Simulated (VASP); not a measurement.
# Ru (P6_3/mmc) in VASP: a series of runs

The runs below take Ru through single point, with r2SCAN+D3(BJ).

Program: VASP 6.6.1. These are calculated values, not measurements. Logs are shortened: lines on timing, memory, paths and dates and some standing lists are left out, and cuts for length are marked.

## (1) The cell of the first run

Symmetry: P6_3/mmc, No. 194, hexagonal system. The conventional cell has a = 2.669 Å, b = 2.669 Å, c = 4.224 Å, α = 90.00°, β = 90.00°, γ = 120.00°. Within 3.4 Å of Ru (site symmetry -6m2) lie 12 Ru at 2.61 to 2.67 Å.

## (2) Single point, r2SCAN+D3(BJ)

The input, POSCAR:

```
Ru
1.0
    2.6692306523      0.0000000000      0.0000000000
   -1.3346153261      2.3116215535      0.0000000000
    0.0000000000      0.0000000000      4.2240293924
Ru
2
Direct
    0.6666666667      0.3333333333      0.7500000000
    0.3333333333      0.6666666667      0.2500000000
```

The input, INCAR.step1:

```
SYSTEM = Ru
PREC = Accurate
ENCUT = 660
ISMEAR = -1
SIGMA = 0.05
LREAL = .False.
LASPH = .True.
NELM = 120
NBANDS = 23
GGA = PE
ALGO = Normal
EDIFF = 1E-5
LWAVE = .True.
LCHARG = .False.
GGA_COMPAT = .False.
```

The input, INCAR.step2:

```
SYSTEM = Ru
PREC = Accurate
ENCUT = 660
EDIFF = 1E-6
ISMEAR = -1
SIGMA = 0.05
LREAL = .False.
LASPH = .True.
NELM = 120
ALGO = Normal
ISIF = 2
LWAVE = .False.
LCHARG = .False.
METAGGA = R2SCAN
LMIXTAU = .True.
IVDW = 12
VDW_S6 = 1.0
VDW_S8 = 0.78981345
VDW_A1 = 0.49484001
VDW_A2 = 5.73083694
NBANDS = 23
ISTART = 1
GGA_COMPAT = .False.
```

The input, KPOINTS:

```
Automatic mesh
0
Gamma
  11 11 6
  0 0 0
```

Potentials or basis: VASP PAW PBE potentials, release 64 (Ru_sv).

Run with:

```sh
cat potpaw_PBE.64/Ru_sv/POTCAR > POTCAR
cp INCAR.step1 INCAR
mpirun -np 1 vasp_std > vasp.out
cp INCAR.step2 INCAR
mpirun -np 1 vasp_std > vasp.out
```

OUTCAR:

```text
SYSTEM = Ru
   PREC = Accurate
   ENCUT = 660
   EDIFF = 1E-6
   ISMEAR = -1
   LREAL = .False.
   LASPH = .True.
   NELM = 120
   ISIF = 2
   METAGGA = R2SCAN
   IVDW = 12
   ISTART = 1
 IVDW          = 12

 ion  position               nearest neighbor table
   1  0.667  0.333  0.750-   2 2.61   2 2.61   2 2.61   2 2.61   2 2.61   2 2.61
   2  0.333  0.667  0.250-   1 2.61   1 2.61   1 2.61   1 2.61   1 2.61   1 2.61

  LATTYP: Found a hexagonal cell.
 ALAT       =     2.6692306523
 C/A-ratio  =     1.5824894671

  Lattice vectors:

 A1 = (   2.6692306523,   0.0000000000,   0.0000000000)
 A2 = (  -1.3346153261,   2.3116215535,   0.0000000000)
 A3 = (   0.0000000000,   0.0000000000,   4.2240293924)

Analysis of symmetry for initial positions (statically):
=====================================================================
 Subroutine PRICEL returns:
 Original cell was already a primitive cell.

 Routine SETGRP: Setting up the symmetry group for a
 hexagonal supercell.

 Subroutine GETGRP returns: Found 24 space group operations
 (whereof 12 operations were pure point group operations)
 out of a pool of 24 trial point group operations.

The static configuration has the point symmetry D_3d.
 The point group associated with its full space group is D_6h.

Analysis of symmetry for dynamics (positions and initial velocities):
=====================================================================
 Subroutine PRICEL returns:
 Original cell was already a primitive cell.

 Routine SETGRP: Setting up the symmetry group for a
 hexagonal supercell.

 Subroutine GETGRP returns: Found 24 space group operations
 (whereof 12 operations were pure point group operations)
 out of a pool of 24 trial point group operations.

The dynamic configuration has the point symmetry D_3d.
 The point group associated with its full space group is D_6h.

 Subroutine INISYM returns: Found 24 space group operations
 (whereof 12 operations are pure point group operations),
 and found     1 'primitive' translations

----------------------------------------------------------------------------------------

                                     Primitive cell

  volume of cell :      26.0633

  direct lattice vectors                    reciprocal lattice vectors
     2.669230652  0.000000000  0.000000000     0.374639786  0.216298381  0.000000000
    -1.334615326  2.311621554  0.000000000     0.000000000  0.432596762  0.000000000
     0.000000000  0.000000000  4.224029392     0.000000000  0.000000000  0.236740777

  length of vectors
     2.669230652  2.669230652  4.224029392     0.432596762  0.432596762  0.236740777

  position of ions in fractional coordinates (direct lattice)
     0.666666667  0.333333333  0.750000000
     0.333333333  0.666666667  0.250000000

  ion indices of the primitive-cell ions
   primitive index   ion index
                 1           1
                 2           2

----------------------------------------------------------------------------------------

 KPOINTS: Automatic mesh

Automatic generation of k-mesh.
 Grid dimensions read from file:
 generate k-points for:   11   11    6

 Generating k-lattice:

  Cartesian coordinates                     Fractional coordinates (reciprocal lattice)
     0.034058162  0.019663489  0.000000000     0.090909091  0.000000000  0.000000000
     0.000000000  0.039326978  0.000000000     0.000000000  0.090909091  0.000000000
     0.000000000  0.000000000  0.039456796     0.000000000  0.000000000  0.166666667

  Length of vectors
     0.039326978  0.039326978  0.039456796

  Shift w.r.t. Gamma in fractional coordinates (k-lattice)
     0.000000000  0.000000000  0.000000000

 Subroutine IBZKPT returns following result:
 ===========================================

 Found     64 irreducible k-points:

 Following reciprocal coordinates:
            Coordinates               Weight
  0.000000  0.000000  0.000000      1.000000
  0.090909 -0.000000  0.000000      6.000000
  0.181818 -0.000000  0.000000      6.000000
  0.272727 -0.000000  0.000000      6.000000
  0.363636 -0.000000  0.000000      6.000000
  0.454545 -0.000000  0.000000      6.000000
[... 16 lines left out ...]
  0.090909  0.090909  0.166667     12.000000
  0.181818  0.090909  0.166667     24.000000
 [... further k-points ...]
   k-points           NKPTS =     64   k-points in BZ     NKDIM =     64   number of bands    NBANDS=     23
   number of dos      NEDOS =    301   number of ions     NIONS =      2
   total plane-waves  NPLWV =  20736
   dimension x,y,z NGX =    24 NGY =   24 NGZ =   36
   dimension x,y,z NGXF=    48 NGYF=   48 NGZF=   72
   ions per type =               2
   NGX,Y,Z   is equivalent  to a cutoff of  14.95, 14.95, 14.17 a.u.
   NGXF,Y,Z  is equivalent  to a cutoff of  29.90, 29.90, 28.34 a.u.
 SYSTEM =  Ru
   PREC   = accura    normal or accurate (medium, high low for compatibility)
   ISTART =      1    job   : 0-new  1-cont  2-samecut
   ICHARG =      0    charge: 1-file 2-atom 10-const
   ISPIN  =      1    spin polarized calculation?
   LNONCOLLINEAR =      F non collinear calculations
   LSORBIT =      F    spin-orbit coupling
   LASPH  =      T    aspherical Exc in radial PAW
   ENCUT  =  660.0 eV  48.51 Ry    6.96 a.u.   5.59  5.59  8.85*2*pi/ulx,y,z
   NELM   =    120;   NELMIN=  2; NELMDL=  0     # of ELM steps
   EDIFF  = 0.1E-05   stopping-criterion for ELM
   LREAL  =      F    real-space projection
   EDIFFG = 0.1E-04   stopping-criterion for IOM
   NSW    =      0    number of steps for IOM
   IBRION =     -1    ionic relax: 0-MD 1-quasi-New 2-CG
   NFREE  =      0    steps in history (QN), initial steepest desc. (CG)
   ISIF   =      2    stress and relaxation
   ISYM   =      2    0-nonsym 1-usesym 2-fastsym
   POTIM  = 0.5000    time-step for ionic-motion
   TEBEG  =    0.0;   TEEND  =   0.0 temperature during run
   PSTRESS=    0.0 pullay stress
   NELECT =      32.0000    total number of electrons
   NUPDOWN=      -1.0000    fix difference up-down
   EMIN   =  10.00;   EMAX   =-10.00  energy-range for DOS
   EFERMI =   0.00;   METHOD = LEGACY
   ISMEAR =    -1;   SIGMA  =   0.05  broadening in eV -4-tet -1-fermi 0-gaus
   EFERMI_NEDOS =   21; number of points for ismear=-14 and -15
   IALGO  =     38    algorithm
   IMIX   =      4    mixing-type and parameters
     AMIX     =   0.40;   BMIX     =  1.00
     AMIX_MAG =   1.60;   BMIX_MAG =  1.00
  volume/ion in A,a.u.               =      13.03        87.94
  Fermi-wavevector in a.u.,A,eV,Ry     =   1.752999  3.312687 41.810759  3.073004
  Thomas-Fermi vector in A             =   2.823220
   LORBIT       =      0    0 simple, 1 ext, 2 COOP (PROOUT), +10 PAW based schemes
   METAGGA = R2SCAN    functional components
   LHFCALC =     F    Hartree Fock is set to
   AEXX    =    0.0000 exact exchange contribution
   IVDW    =    12    specifies the selected vdW correction
   LEPSILON=     F    determine dielectric tensor
   LRPA    =     F    only Hartree local field effects (RPA)
 non-spin polarized calculation
  energy-cutoff  :      660.00
  volume of cell :       26.06
 maximum number of plane-waves:      1032
 NGX is ok and might be reduce to    24
   NGX = 11   NGY = 11   NGZ = 17

 number of electron      32.0000003 magnetization

 Free energy of the ion-electron system (eV)
  ---------------------------------------------------
  ext. energy  EPLUGINS =         0.00000000
  ---------------------------------------------------
  free energy    TOTEN  =       -50.90024501 eV

  energy without entropy =      -50.88516557  energy(sigma->0) =      -50.89270529

 E-fermi :  15.8292     XC(G=0): -15.8349

 val. band max:       15.8061037001   @ k =   0.2727  -0.0000   0.0000
 cond. band min:      15.8497691760   @ k =   0.3636   0.0909   0.3333
 fundamental gap:      0.0436654759
 Fermi energy:        15.8291501591

 k-point     1 :       0.0000    0.0000    0.0000
  band No.  band energies     occupation
      1     -59.5271      2.00000
      2     -59.2606      2.00000
      3     -29.3528      2.00000
      4     -28.2076      2.00000
      5     -28.2076      2.00000
      6     -28.0011      2.00000
[... 15 lines left out ...]
     22      31.4438      0.00000
     23      34.1095      0.00000

 k-point     2 :       0.0909   -0.0000    0.0000
  band No.  band energies     occupation
      1     -59.5116      2.00000
      2     -59.2546      2.00000
      3     -29.3184      2.00000
      4     -28.2812      2.00000
      5     -28.2323      2.00000
      6     -28.0773      2.00000
[... 15 lines left out ...]
     22      32.0164      0.00000
     23      34.4837      0.00000

 k-point     3 :       0.1818   -0.0000    0.0000
  band No.  band energies     occupation
      1     -59.4687      2.00000
      2     -59.2392      2.00000
      3     -29.2205      2.00000
      4     -28.4784      2.00000
      5     -28.2958      2.00000
      6     -28.2766      2.00000
[... 15 lines left out ...]
     22      32.7172      0.00000
     23      34.7610      0.00000

 k-point     4 :       0.2727   -0.0000    0.0000
  band No.  band energies     occupation
      1     -59.4092      2.00000
      2     -59.2220      2.00000
      3     -29.0754      2.00000
      4     -28.7364      2.00000
      5     -28.5273      2.00000
      6     -28.3751      2.00000
[... 15 lines left out ...]
     22      30.4593      0.00000
     23      33.1110      0.00000

 k-point     5 :       0.3636   -0.0000    0.0000
  band No.  band energies     occupation
      1     -59.3485      2.00000
      2     -59.2118      2.00000
      3     -28.9725      2.00000
      4     -28.9114      2.00000
      5     -28.7487      2.00000
      6     -28.4450      2.00000
[... 15 lines left out ...]
     22      27.7868      0.00000
     23      31.5002      0.00000

 k-point     6 :       0.4545   -0.0000    0.0000
  band No.  band energies     occupation
      1     -59.3061      2.00000
      2     -59.2118      2.00000
      3     -29.1120      2.00000
      4     -28.8768      2.00000
      5     -28.7811      2.00000
      6     -28.4857      2.00000
[... 15 lines left out ...]
     22      28.5507      0.00000
     23      30.0405      0.00000

 k-point     7 :       0.0909    0.0909    0.0000
  band No.  band energies     occupation
      1     -59.4824      2.00000
      2     -59.2438      2.00000
      3     -29.2522      2.00000
      4     -28.4004      2.00000
      5     -28.3151      2.00000
      6     -28.1809      2.00000
[... 353 lines left out ...]
     22      30.7920      0.00000
     23      33.2938      0.00000

 k-point    21 :       0.3636   -0.0000    0.1667
  band No.  band energies     occupation
      1     -59.3394      2.00000
      2     -59.2210      2.00000
      3     -29.0907      2.00000
      4     -28.8426      2.00000
      5     -28.7067      2.00000
      6     -28.4237      2.00000
[... 15 lines left out ...]
     22      29.1260      0.00000
     23      31.9719      0.00000

 k-point    22 :       0.4545   -0.0000    0.1667
  band No.  band energies     occupation
      1     -59.2998      2.00000
      2     -59.2181      2.00000
      3     -29.1808      2.00000
      4     -28.9562      2.00000
      5     -28.6587      2.00000
      6     -28.4632      2.00000
[... 15 lines left out ...]
     22      28.7121      0.00000
     23      30.8251      0.00000

 k-point    23 :       0.0909    0.0909    0.1667
  band No.  band energies     occupation
      1     -59.4666      2.00000
      2     -59.2601      2.00000
      3     -29.1829      2.00000
      4     -28.3759      2.00000
      5     -28.3216      2.00000
      6     -28.2260      2.00000
[... 15 lines left out ...]
     22      32.3641      0.00000
     23      34.7936      0.00000

 k-point    24 :       0.1818    0.0909    0.1667
  band No.  band energies     occupation
      1     -59.4176      2.00000
      2     -59.2414      2.00000
      3     -29.0974      2.00000
      4     -28.5736      2.00000
      5     -28.5137      2.00000
      6     -28.3211      2.00000
[... 15 lines left out ...]
     22      32.0942      0.00000
     23      33.5733      0.00000

 [... further k-points ...]

------------------------ aborting loop because EDIFF is reached ----------------------------------------

 Edisp (eV)   -0.61219

 E8    (eV) :    -0.2213

  FORCE on cell =-STRESS in cart. coord.  units (eV):
  Direction    XX          YY          ZZ          XY          YZ          ZX
  --------------------------------------------------------------------------------------
  -------------------------------------------------------------------------------------
  Total       1.49192     1.49192     1.48749     0.00000     0.00000     0.00000
  in kB      91.71227    91.71227    91.43994     0.00000     0.00000     0.00000
  external pressure =       91.62 kB  Pullay stress =        0.00 kB

 VOLUME and BASIS-vectors are now :
 -----------------------------------------------------------------------------
  energy-cutoff  :      660.00
  volume of cell :       26.06
      direct lattice vectors                 reciprocal lattice vectors
     2.669230652  0.000000000  0.000000000     0.374639786  0.216298381  0.000000000
    -1.334615326  2.311621554  0.000000000     0.000000000  0.432596762  0.000000000
     0.000000000  0.000000000  4.224029392     0.000000000  0.000000000  0.236740777

 POSITION                                       TOTAL-FORCE (eV/Angst)
 -----------------------------------------------------------------------------------
      1.33462      0.77054      3.16802        -0.000000      0.000000      0.000000
     -0.00000      1.54108      1.05601         0.000000     -0.000000      0.000000
 -----------------------------------------------------------------------------------
    total drift:                               -0.000000      0.000000     -0.000000

  FREE ENERGIE OF THE ION-ELECTRON SYSTEM (eV)
  ---------------------------------------------------
  free  energy   TOTEN  =       -51.5124311376 eV

  energy  without entropy=      -51.4973516998  energy(sigma->0) =      -51.50489142
```

Wall time 76 s (1 thread of Intel Xeon 6975P-C (Granite Rapids), shared host); peak memory 0.19 GiB.

What came out:

* Free energy: -51.5124 eV
* Pressure: 9.2 GPa
* Band gap on the k mesh: zero (band 16 reaches 17.56 eV, above the bottom of band 17 at 14.15 eV)
* Dispersion energy per atom: -0.306 eV

Caveat: the PAW data sets were made with another functional, which shifts forces and pressure a little; pairwise dispersion overbinds metals, which lowers pressure and volume.

(Part 1 of 2 ends here.)
